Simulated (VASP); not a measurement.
A run of VASP 6.6.1:

INCAR

```
SYSTEM = Bi
PREC     = Accurate       ! precision mode
ENCUT    = 520            ! plane-wave cutoff, eV
EDIFF    = 1E-6           ! SCF threshold, eV
ISMEAR   = -1             ! smearing method
SIGMA    = 0.05           ! smearing width, eV
LREAL    = .FALSE.        ! projectors in reciprocal space
LASPH    = .TRUE.         ! aspherical terms in the spheres
NELM     = 60             ! most SCF steps
ALGO     = Normal         ! electronic algorithm
ISIF     = 2              ! what is computed and relaxed
LWAVE    = .FALSE.        ! write WAVECAR
LCHARG   = .FALSE.        ! write CHGCAR
GGA      = PS             ! functional
NBANDS   = 22             ! bands
```

The input KPOINTS:

```
regular mesh
0
G
  7 7 7
  0 0 0
```

File POSCAR:

```
Bi
1.0
    2.2675000000      1.3091417354      3.9380000000
   -2.2675000000      1.3091417354      3.9380000000
    0.0000000000     -2.6182834708      3.9380000000
Bi
2
Direct
    0.7660000000      0.7660000000      0.7660000000
    0.2340000000      0.2340000000      0.2340000000
```

Potentials or basis: VASP PAW PBE potentials, release 64 (Bi_d).

The run is started by

```bash
$ cat potpaw_PBE.64/Bi_d/POTCAR > POTCAR
$ mpirun -np 1 vasp_std > vasp.out
```

Hardware: 1 thread of Intel(R) Xeon(R) 6975P-C (Granite Rapids) (shared host).

How long does it take, and how much memory?

It took 19 s on 1 thread of Intel(R) Xeon(R) 6975P-C (Granite Rapids), with other jobs on the host, peak memory 0.22 GiB. Counts: scf iterations 10, k points 44.
